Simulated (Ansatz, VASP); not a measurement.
# SnTe: VASP beside Ansatz

```xyz
2
Lattice="0.0000 3.1509 3.1509 3.1509 0.0000 3.1509 3.1509 3.1509 0.0000" Properties=species:S:1:pos:R:3 pbc="T T T"
Sn    0.0000    0.0000    0.0000
Te    3.1509    3.1509    3.1509
```

Alike in both runs: task relaxation of cell and atoms; functional PBEsol; k mesh 12 × 12 × 12; occupations fermi-dirac, width 0.05 eV; no spin polarisation.

|  | VASP | Ansatz |
| --- | --- | --- |
| version | VASP 6.6.1 | Ansatz 0.2.0 |
| potentials or method | VASP PAW PBE potentials, release 64 (Sn_d, Te) | PAW with Ansatz's default frozen-core files, scalar-relativistic |
| plane-wave cutoff (eV) | 600 | 420 |
| valence electrons in the cell | 20 | 30 |

Ansatz gave:

* relaxed volume (Å³/atom): 31.09
* relaxed cell length with the largest relative difference (Å): 4.447

Problem. Estimate VASP's values.

Solution. Relaxed volume (Å³/atom): 31.11; relaxed cell length with the largest relative difference (Å): 4.448.

VASP's potentials were made for PBE, not for PBEsol. VASP's potentials hold 20 valence electrons a cell and Ansatz's 30, so a difference there can come from the potentials and not from the codes.

Spin-orbit coupling is off throughout.
